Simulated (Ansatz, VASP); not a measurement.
# Nb: VASP beside Ansatz

```
Nb
1.0
    -1.65000    1.65000    1.65000
     1.65000   -1.65000    1.65000
     1.65000    1.65000   -1.65000
Nb
1
Direct
  0.00000 0.00000 0.00000
```

Alike in both runs: task relaxation of cell and atoms; functional LDA; k mesh 23 × 23 × 23; no spin polarisation.

```csv
,VASP,Ansatz
version,VASP 6.6.1,Ansatz 0.2.0
potentials or method,"VASP PAW LDA potentials, release 64 (Nb_sv)","plane-wave PAW, scalar-relativistic"
plane-wave cutoff (eV),600,420
occupations,"methfessel-paxton of order 1, width 0.1 eV","cold, width 0.1 eV"
valence electrons in the cell,13,13
```

```csv
,VASP,Ansatz,Ansatz less VASP
relaxed volume (Å³/atom),17.11,17.11,+0.005
relaxed cell length with the largest relative difference (Å),2.812,2.812,+0.0003
```

LDA's correlation is that of Perdew and Zunger in VASP and of Perdew and Wang (1992) in Ansatz.
